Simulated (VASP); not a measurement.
The system is C.

```xyz
2
Lattice="0.0000 1.7659 1.7659 1.7659 0.0000 1.7659 1.7659 1.7659 0.0000" Properties=species:S:1:pos:R:3 pbc="T T T"
C     0.0000    0.0000    0.0000
C     0.8829    0.8829    0.8829
```

Base run:

```yaml
Program: VASP 6.6.1
Functional: LDA
Potentials_or_basis: VASP PAW LDA potentials, release 64 (C_h)
Cutoff: 910 eV
k_mesh: 12 × 12 × 12
Occupations: gaussian, width 0.01 eV
Spin: no spin polarisation
```

Its results: band gap on the k mesh 4.20 eV, indirect (least direct gap 5.63 eV); pressure 0.7 GPa.

The run is repeated on the same cell with these changes: potentials or basis from VASP PAW LDA potentials, release 64 (C_h) to VASP PAW LDA potentials, release 64 (C); cutoff from 910 eV to 520 eV. What comes out?

Band gap on the k mesh 4.20 eV, indirect (least direct gap 5.63 eV); pressure 1.6 GPa.

Caveats: the cutoff is under 1.25 times the usual one of these potentials, so pressure, stress and relaxed cells hold a basis-set (Pulay) error (some runs).

A k mesh can miss the band edges.
